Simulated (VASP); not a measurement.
# Co in VASP: a series of runs

Aim: see how the results for Co move with the level of theory and the settings. Levels: LDA, PBE, PBEsol. Tasks: single point.

Everything below comes from runs of VASP 6.6.1. Logs are shortened: lines on timing, memory, paths and dates and some standing lists are left out, and cuts for length are marked.

**1. The cell of the first run**

The cell holds a slab with vacuum, 5 atoms: a = 2.519 Å, b = 2.519 Å, c = 23.182 Å, α = 90.00°, β = 90.00°, γ = 120.00°.

**2. Single point, LDA, collinear spin, ferromagnetic start**

INCAR

```
SYSTEM = Co
PREC     = Accurate       ! precision mode
ENCUT    = 520            ! plane-wave cutoff, eV
EDIFF    = 1E-7           ! SCF threshold, eV
ISMEAR   = -1             ! smearing method
SIGMA    = 0.05           ! smearing width, eV
LREAL    = .FALSE.        ! projectors in reciprocal space
LASPH    = .TRUE.         ! aspherical terms in the spheres
NELM     = 150            ! most SCF steps
ALGO     = Normal         ! electronic algorithm
ISIF     = 2              ! what is computed and relaxed
LWAVE    = .FALSE.        ! write WAVECAR
LCHARG   = .FALSE.        ! write CHGCAR
ISPIN    = 2              ! spin polarisation
MAGMOM   = 2 2 2 2 2      ! initial moments
LORBIT   = 11             ! projections on sites
LMAXMIX  = 4              ! l up to which the mixer works
LDIPOL   = .TRUE.       
IDIPOL   = 3            
DIPOL    = 0.5 0.5 0.493
NBANDS   = 34             ! bands
```

KPOINTS

```
regular mesh
0
G
  12 12 1
  0 0 0
```

POSCAR

```
Co
1.0
    2.5190008694      0.0000000000      0.0000000000
   -1.2595004347      2.1815187451      0.0000000000
    0.0000000000      0.0000000000     23.1820000000
Co
5
Direct
    0.3333333333      0.6666666667      0.3235268743
    0.6666666667      0.3333333333      0.4117634371
    0.3333333333      0.6666666667      0.4940266124
    0.6666666667      0.3333333333      0.5775441024
    0.3333333333      0.6666666667      0.6576226252
```

Potentials or basis: VASP PAW LDA potentials, release 64 (Co).

Launch:

```
> cat potpaw_LDA.64/Co/POTCAR > POTCAR
> mpirun -np 1 vasp_std > vasp.out
```

OUTCAR:

```text
SYSTEM = Co
   PREC = Accurate
   ENCUT = 520
   EDIFF = 1E-7
   ISMEAR = -1
   LREAL = .FALSE.
   LASPH = .TRUE.
   NELM = 150
   ISIF = 2
   ISPIN = 2
   LORBIT = 11

 ion  position               nearest neighbor table
   1  0.333  0.667  0.324-   2 2.51   2 2.51   2 2.51
   2  0.667  0.333  0.412-   3 2.40   3 2.40   3 2.40   1 2.51   1 2.51   1 2.51
   3  0.333  0.667  0.494-   2 2.40   2 2.40   2 2.40   4 2.42   4 2.42   4 2.42
   4  0.667  0.333  0.578-   5 2.36   5 2.36   5 2.36   3 2.42   3 2.42   3 2.42
   5  0.333  0.667  0.658-   4 2.36   4 2.36   4 2.36

  LATTYP: Found a hexagonal cell.
 ALAT       =     2.5190008694
 C/A-ratio  =     9.2028551008

  Lattice vectors:

 A1 = (   2.5190008694,   0.0000000000,   0.0000000000)
 A2 = (  -1.2595004347,   2.1815187451,   0.0000000000)
 A3 = (   0.0000000000,   0.0000000000,  23.1820000000)

Analysis of symmetry for initial positions (statically):
=====================================================================
 Subroutine PRICEL returns:
 Original cell was already a primitive cell.

 Routine SETGRP: Setting up the symmetry group for a
 hexagonal supercell.

 Subroutine GETGRP returns: Found  6 space group operations
 (whereof  6 operations were pure point group operations)
 out of a pool of 24 trial point group operations.

The static configuration has the point symmetry C_3v.

Analysis of symmetry for dynamics (positions and initial velocities):
=====================================================================
 Subroutine PRICEL returns:
 Original cell was already a primitive cell.

 Routine SETGRP: Setting up the symmetry group for a
 hexagonal supercell.

 Subroutine GETGRP returns: Found  6 space group operations
 (whereof  6 operations were pure point group operations)
 out of a pool of 24 trial point group operations.

The dynamic configuration has the point symmetry C_3v.

Analysis of structural, dynamic, and magnetic symmetry:
=====================================================================
 Subroutine PRICEL returns:
 Original cell was already a primitive cell.

 Routine SETGRP: Setting up the symmetry group for a
 hexagonal supercell.

 Subroutine GETGRP returns: Found  6 space group operations
 (whereof  6 operations were pure point group operations)
 out of a pool of 24 trial point group operations.

The overall configuration has the point symmetry C_3v.

 Subroutine INISYM returns: Found  6 space group operations
 (whereof  6 operations are pure point group operations),
 and found     1 'primitive' translations

----------------------------------------------------------------------------------------

                                     Primitive cell

  volume of cell :     127.3908

  direct lattice vectors                    reciprocal lattice vectors
     2.519000869  0.000000000  0.000000000     0.396982793  0.229198122  0.000000000
    -1.259500435  2.181518745  0.000000000     0.000000000  0.458396244  0.000000000
     0.000000000  0.000000000 23.182000000     0.000000000  0.000000000  0.043136917

  length of vectors
     2.519000869  2.519000869 23.182000000     0.458396244  0.458396244  0.043136917

  position of ions in fractional coordinates (direct lattice)
     0.333333333  0.666666667  0.323526874
     0.666666667  0.333333333  0.411763437
     0.333333333  0.666666667  0.494026612
     0.666666667  0.333333333  0.577544102
     0.333333333  0.666666667  0.657622625

  ion indices of the primitive-cell ions
   primitive index   ion index
                 1           1
                 2           2
                 3           3
                 4           4
                 5           5

----------------------------------------------------------------------------------------

 KPOINTS: regular mesh

Automatic generation of k-mesh.
 Grid dimensions read from file:
 generate k-points for:   12   12    1

 Generating k-lattice:

  Cartesian coordinates                     Fractional coordinates (reciprocal lattice)
     0.033081899  0.019099844  0.000000000     0.083333333 -0.000000000  0.000000000
     0.000000000  0.038199687  0.000000000     0.000000000  0.083333333  0.000000000
     0.000000000  0.000000000  0.043136917     0.000000000  0.000000000  1.000000000

  Length of vectors
     0.038199687  0.038199687  0.043136917

  Shift w.r.t. Gamma in fractional coordinates (k-lattice)
     0.000000000  0.000000000  0.000000000

 Subroutine IBZKPT returns following result:
 ===========================================

 Found     19 irreducible k-points:

 Following reciprocal coordinates:
            Coordinates               Weight
  0.000000  0.000000  0.000000      1.000000
  0.083333 -0.000000  0.000000      6.000000
  0.166667  0.000000  0.000000      6.000000
  0.250000  0.000000  0.000000      6.000000
  0.333333  0.000000  0.000000      6.000000
  0.416667  0.000000  0.000000      6.000000
[... 11 lines left out ...]
  0.333333  0.250000  0.000000     12.000000
  0.333333  0.333333  0.000000      2.000000
   k-points           NKPTS =     19   k-points in BZ     NKDIM =     19   number of bands    NBANDS=     34
   number of dos      NEDOS =    301   number of ions     NIONS =      5
   total plane-waves  NPLWV =  72000
   dimension x,y,z NGX =    20 NGY =   20 NGZ =  180
   dimension x,y,z NGXF=    40 NGYF=   40 NGZF=  360
   ions per type =               5
   NGX,Y,Z   is equivalent  to a cutoff of  13.20, 13.20, 12.91 a.u.
   NGXF,Y,Z  is equivalent  to a cutoff of  26.40, 26.40, 25.82 a.u.
 SYSTEM =  Co
   PREC   = accura    normal or accurate (medium, high low for compatibility)
   ISTART =      0    job   : 0-new  1-cont  2-samecut
   ICHARG =      2    charge: 1-file 2-atom 10-const
   ISPIN  =      2    spin polarized calculation?
   LNONCOLLINEAR =      F non collinear calculations
   LSORBIT =      F    spin-orbit coupling
   LASPH  =      T    aspherical Exc in radial PAW
   ENCUT  =  520.0 eV  38.22 Ry    6.18 a.u.   4.68  4.68 43.10*2*pi/ulx,y,z
   NELM   =    150;   NELMIN=  2; NELMDL= -5     # of ELM steps
   EDIFF  = 0.1E-06   stopping-criterion for ELM
   LREAL  =      F    real-space projection
   EDIFFG = 0.1E-05   stopping-criterion for IOM
   NSW    =      0    number of steps for IOM
   IBRION =     -1    ionic relax: 0-MD 1-quasi-New 2-CG
   NFREE  =      0    steps in history (QN), initial steepest desc. (CG)
   ISIF   =      2    stress and relaxation
   ISYM   =      2    0-nonsym 1-usesym 2-fastsym
   POTIM  = 0.5000    time-step for ionic-motion
   TEBEG  =    0.0;   TEEND  =   0.0 temperature during run
   PSTRESS=    0.0 pullay stress
   NELECT =      45.0000    total number of electrons
   NUPDOWN=      -1.0000    fix difference up-down
   EMIN   =  10.00;   EMAX   =-10.00  energy-range for DOS
   EFERMI =   0.00;   METHOD = LEGACY
   ISMEAR =    -1;   SIGMA  =   0.05  broadening in eV -4-tet -1-fermi 0-gaus
   EFERMI_NEDOS =   21; number of points for ismear=-14 and -15
   IALGO  =     38    algorithm
   IMIX   =      4    mixing-type and parameters
     AMIX     =   0.40;   BMIX     =  1.00
     AMIX_MAG =   1.60;   BMIX_MAG =  1.00
  volume/ion in A,a.u.               =      25.48       171.94
  Fermi-wavevector in a.u.,A,eV,Ry     =   1.157265  2.186914 18.221780  1.339263
  Thomas-Fermi vector in A             =   2.293878
   LORBIT       =     11    0 simple, 1 ext, 2 COOP (PROOUT), +10 PAW based schemes
   GGA     = CA    functional components
   LHFCALC =     F    Hartree Fock is set to
   AEXX    =    0.0000 exact exchange contribution
   IVDW    =     0    specifies the selected vdW correction
   LEPSILON=     F    determine dielectric tensor
   LRPA    =     F    only Hartree local field effects (RPA)
 spin polarized calculation
  energy-cutoff  :      520.00
  volume of cell :      127.39
 maximum number of plane-waves:      3459
 NGX is ok and might be reduce to    20
   NGX =  9   NGY =  9   NGZ = 87

 number of electron      45.0000000 magnetization      10.0000000

 dipolmoment           0.000000      0.000000      0.000438 electrons x Angstroem

 number of electron      44.9999994 magnetization       8.0869829

 dipolmoment           0.000000      0.000000     -0.003825 electrons x Angstroem

 Free energy of the ion-electron system (eV)
  ---------------------------------------------------
  ext. energy  EPLUGINS =         0.00000000
  ---------------------------------------------------
  free energy    TOTEN  =       -38.40582925 eV

  energy without entropy =      -38.35944422  energy(sigma->0) =      -38.38263674

 E-fermi :   1.2847     XC(G=0):  -6.6774

 val. band max:        1.2805119574   @ k =   0.5000   0.0000   0.0000
 cond. band min:       1.2883541982   @ k =   0.1667   0.0000   0.0000
 fundamental gap:      0.0078422408
 Fermi energy:         1.2847489299

 spin component 1

 k-point     1 :       0.0000    0.0000    0.0000
  band No.  band energies     occupation
      1      -7.4056      1.00000
      2      -6.3697      1.00000
      3      -5.0007      1.00000
      4      -4.0203      1.00000
      5      -3.8052      1.00000
      6      -1.3905      1.00000
[... 26 lines left out ...]
     33       6.4682      0.00000
     34       7.3932      0.00000

 k-point     2 :       0.0833   -0.0000    0.0000
  band No.  band energies     occupation
      1      -7.1713      1.00000
      2      -6.1463      1.00000
      3      -4.7922      1.00000
      4      -3.8364      1.00000
      5      -3.6525      1.00000
      6      -1.6028      1.00000
[... 621 lines left out ...]
 k-point    19 :       0.3333    0.3333    0.0000
  band No.  band energies     occupation
      1      -2.9902      1.00000
      2      -2.7090      1.00000
      3      -2.6860      1.00000
      4      -2.6561      1.00000
      5      -2.4906      1.00000
      6      -2.3956      1.00000
[... 26 lines left out ...]
     33       8.4365      0.00000
     34      10.1041      0.00000
 Fermi energy:         1.2847489299

 spin component 2

 k-point     1 :       0.0000    0.0000    0.0000
  band No.  band energies     occupation
      1      -7.2126      1.00000
      2      -6.1582      1.00000
      3      -4.7121      1.00000
      4      -3.4164      1.00000
      5      -2.9428      1.00000
      6      -0.0387      1.00000
[... 26 lines left out ...]
     33       6.5335      0.00000
     34       7.5077      0.00000

 k-point     2 :       0.0833   -0.0000    0.0000
  band No.  band energies     occupation
      1      -6.9769      1.00000
      2      -5.9326      1.00000
      3      -4.4994      1.00000
      4      -3.2154      1.00000
      5      -2.7755      1.00000
      6      -0.2748      1.00000
[... 621 lines left out ...]
 k-point    19 :       0.3333    0.3333    0.0000
  band No.  band energies     occupation
      1      -1.8426      1.00000
      2      -1.6767      1.00000
      3      -1.6363      1.00000
      4      -1.5696      1.00000
      5      -1.4401      1.00000
      6      -1.3851      1.00000
[... 26 lines left out ...]
     33       9.1566      0.00000
     34      10.6588      0.00000

------------------------ aborting loop because EDIFF is reached ----------------------------------------

 vacuum level on the upper side and lower side of the slab       (xc-potential included)        -0.071         0.052

  FORCE on cell =-STRESS in cart. coord.  units (eV):
  Direction    XX          YY          ZZ          XY          YZ          ZX
  --------------------------------------------------------------------------------------
  -------------------------------------------------------------------------------------
  Total       -7.9488408     -7.9488408     -2.5282215      0.0000000      0.0000000      0.0000000
  in kB      -99.9715017    -99.9715017    -31.7971021      0.0000000      0.0000000      0.0000000
  external PRESSURE =     -77.2467018 kB  Pullay stress =       0.0000000 kB

 VOLUME and BASIS-vectors are now :
 -----------------------------------------------------------------------------
  energy-cutoff  :      520.00
  volume of cell :      127.39
      direct lattice vectors                 reciprocal lattice vectors
     2.519000869  0.000000000  0.000000000     0.396982793  0.229198122  0.000000000
    -1.259500435  2.181518745  0.000000000     0.000000000  0.458396244  0.000000000
     0.000000000  0.000000000 23.182000000     0.000000000  0.000000000  0.043136917

 POSITION                                       TOTAL-FORCE (eV/Angst)
 -----------------------------------------------------------------------------------
     -0.00000      1.45435      7.50000        -0.000000     -0.000000      1.058430
      1.25950      0.72717      9.54550        -0.000000     -0.000000     -0.998153
     -0.00000      1.45435     11.45252         0.000000      0.000000      0.006758
      1.25950      0.72717     13.38863        -0.000000      0.000000     -0.007054
     -0.00000      1.45435     15.24501        -0.000000     -0.000000     -0.059981
 -----------------------------------------------------------------------------------
    total drift:                               -0.000000      0.000000      0.000451

  FREE ENERGIE OF THE ION-ELECTRON SYSTEM (eV)
  ---------------------------------------------------
  free  energy   TOTEN  =       -38.4058292542 eV

  energy  without entropy=      -38.3594442196  energy(sigma->0) =      -38.38263674

 vacuum level on the upper side and lower side of the slab         6.471         6.597

 total charge

# of ion       s       p       d       tot
------------------------------------------
    1        0.469   0.371   7.232   8.072
    2        0.486   0.513   7.282   8.282
    3        0.501   0.538   7.308   8.347
    4        0.504   0.551   7.312   8.366
    5        0.492   0.409   7.278   8.180
--------------------------------------------------
tot          2.453   2.382  36.412  41.247

 magnetization (x)

# of ion       s       p       d       tot
------------------------------------------
    1       -0.007  -0.020   1.738   1.711
    2       -0.013  -0.035   1.648   1.600
    3       -0.011  -0.036   1.559   1.512
    4       -0.013  -0.036   1.620   1.571
    5       -0.007  -0.014   1.686   1.665
--------------------------------------------------
tot         -0.051  -0.142   8.251   8.059
```

Run time: 5.9 min. Hardware: 1 thread of AMD EPYC 9R14 (Zen 4), shared host; peak memory 0.25 GiB.

What came out:

- Free energy: -38.4058 eV
- Largest force: 1.058 eV/Å
- Net moment: 8.09 μB per cell
- Site moments: Co +1.71, +1.60, +1.51, +1.57, +1.67 μB
- Valence electrons inside the program's atomic spheres: Co 8.07, 8.28, 8.35, 8.37, 8.18

Forces on the atoms (eV/Å):
```
Co   0.000  0.000  1.058
Co   0.000  0.000 -0.998
Co   0.000  0.000  0.007
Co   0.000  0.000 -0.007
Co   0.000  0.000 -0.060
```

Levels at points of the mesh, in eV from the Fermi level:
Spin up:
| k point | band 24 | band 25 | band 26 | band 27 | band 28 | band 29 |
| --- | --- | --- | --- | --- | --- | --- |
| (0.00, 0.00, 0.00) | -0.94 | -0.94 | -0.70 | -0.70 | -0.57 | -0.57 |
| (0.50, 0.00, 0.00) | -0.38 | -0.32 | 1.06 | 1.18 | 1.78 | 2.68 |
Spin down:
```csv
k point,band 16,band 17,band 18,band 19,band 20,band 21
"(0.00, 0.00, 0.00)",-0.81,-0.77,-0.62,-0.62,-0.15,-0.15
"(0.50, 0.00, 0.00)",0.00,0.60,0.65,0.75,1.05,1.10
```

(Continued in part 2 of 2.)
